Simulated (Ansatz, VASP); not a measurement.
## One calculation of LiF, two programs

```
CELL_PARAMETERS angstrom
3.12459 0.00000 0.00000
-1.56230 2.70598 0.00000
0.00000 0.00000 4.90407
ATOMIC_POSITIONS crystal
Li 0.33333 0.66667 0.38090
Li 0.66667 0.33333 0.88090
F 0.33333 0.66667 0.99410
F 0.66667 0.33333 0.49410
```

Alike in both runs: task single point; functional PBE; k mesh 9 × 9 × 4; no spin polarisation.

|  | VASP | Ansatz |
| --- | --- | --- |
| version | VASP 6.6.1 | Ansatz 0.2.0 |
| potentials or method | VASP PAW PBE potentials, release 64 (Li_sv, F) | plane waves, PAW |
| plane-wave cutoff (eV) | 520 | 420 |
| occupations | gaussian, width 0.01 eV | fixed |
| valence electrons in the cell | 20 | 20 |

```csv
,VASP,Ansatz,Ansatz less VASP
gap on the k mesh at the Fermi level (eV),7.59,7.60,+0.011
```

Noted on VASP's run: the cutoff is short for stress, so the pressure is rough.
